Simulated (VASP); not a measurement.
A run of VASP 6.6.1:

Contents of INCAR:

```
SYSTEM = Zn2Ga
  ALGO = Normal
  EDIFF = 1E-6
  ENCUT = 520
  GGA = PE
  ISIF = 2
  ISMEAR = 0
  LASPH = .TRUE.
  LCHARG = .TRUE.
  LELF = .TRUE.
  LREAL = .FALSE.
  LVHAR = .TRUE.
  LWAVE = .FALSE.
  NBANDS = 26
  NELM = 60
  PREC = Accurate
  SIGMA = 0.1
```

KPOINTS

```
k-points
0
G
  6 6 6
  0 0 0
```

The input POSCAR:

```
Zn2Ga
1.0
   -1.9434154998      1.9434154998      3.1874012568
    1.9434154998     -1.9434154998      3.1874012568
    1.9434154998      1.9434154998     -3.1874012568
Zn Ga
2 1
Direct
    0.5930000000      0.5930000000      0.0000000000
    0.4070000000      0.4070000000      0.0000000000
    0.0000000000      0.0000000000      0.0000000000
```

Potentials or basis: VASP PAW PBE potentials, release 64 (Zn, Ga_d).

Command:

```bash
$ cat potpaw_PBE.64/Zn/POTCAR potpaw_PBE.64/Ga_d/POTCAR > POTCAR
$ mpirun -np 1 vasp_std > vasp.out
```

Hardware: 1 thread of Intel(R) Xeon(R) 6975P-C (Granite Rapids), on a shared host.

Question: How long does it take, and how much memory?

Answer: It took 14 s on 1 thread of Intel(R) Xeon(R) 6975P-C (Granite Rapids) (shared host), peak memory 0.19 GiB. Counts: scf iterations 13, k points 30.
